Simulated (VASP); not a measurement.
Input of a VASP 6.6.1 run:

Contents of POSCAR:

```
SnO2
1.0
    4.7598181028      0.0000000000      0.0000000000
    0.0000000000      4.7600576175      0.0000000000
    0.0000000000      0.0000000000      3.2007107555
Sn O
2 4
Direct
    0.4257347483      0.5742885293      0.5000000000
   -0.0742652517      0.0742885293      0.0000000000
    0.3058623572      0.3059582262      0.0000000000
    0.8058623572      0.1940417738      0.5000000000
    0.1941376428      0.8059582262      0.5000000000
    0.6941376428      0.6940417738      0.0000000000
```

Contents of INCAR.step1:

```
ALGO     = Normal         # electronic algorithm
EDIFF    = 1E-4           # SCF threshold, eV
ENCUT    = 520            # plane-wave cutoff, eV
GGA      = PE             # functional
ISMEAR   = 0              # smearing method
LASPH    = True           # aspherical terms in the spheres
LCHARG   = False          # write CHGCAR
LREAL    = False          # projectors in reciprocal space
LWAVE    = True           # write WAVECAR
NBANDS   = 35             # bands
NELM     = 100            # most SCF steps
PREC     = Accurate       # precision mode
SIGMA    = 0.05           # smearing width, eV
```

File INCAR.step2:

```
ALGO     = Normal         # electronic algorithm
EDIFF    = 1E-6           # SCF threshold, eV
ENCUT    = 520            # plane-wave cutoff, eV
ISIF     = 2              # what is computed and relaxed
ISMEAR   = 0              # smearing method
ISTART   = 1            
LASPH    = True           # aspherical terms in the spheres
LCHARG   = True           # write CHGCAR
LELF     = True           # ELF
LMIXTAU  = True         
LREAL    = False          # projectors in reciprocal space
LVHAR    = True         
LWAVE    = False          # write WAVECAR
METAGGA  = R2SCAN         # meta-GGA
NBANDS   = 35             # bands
NELM     = 100            # most SCF steps
PREC     = Accurate       # precision mode
SIGMA    = 0.05           # smearing width, eV
```

The input KPOINTS:

```
k-points
0
Gamma
  6 6 8
```

Potentials or basis: VASP PAW PBE potentials, release 64 (Sn_d, O).

Launch:

```bash
$ cat potpaw_PBE.64/Sn_d/POTCAR potpaw_PBE.64/O/POTCAR > POTCAR
$ cp INCAR.step1 INCAR
$ mpirun -np 1 vasp_std > vasp.out
$ cp INCAR.step2 INCAR
$ mpirun -np 1 vasp_std > vasp.out
```

Problem. What does it give for the band gap on the k mesh?

Solution. 2.08 eV, direct.

Problem. What does it give for the largest force?

Solution. 22.414 eV/Å.

Stress tensor (GPa, compression positive):
```
 34.60 -42.30   0.00
-42.30  34.61   0.00
  0.00   0.00  29.75
```

Caveat: the cell differs from its parent crystal (all Sn atoms moved -0.500 Å, as atom 1 towards its neighbour atom 4 (O) at 2.059 Å); the PAW data sets were made with another functional, which shifts forces and pressure a little; spin-orbit coupling is left out, which moves the levels of the heavy elements.
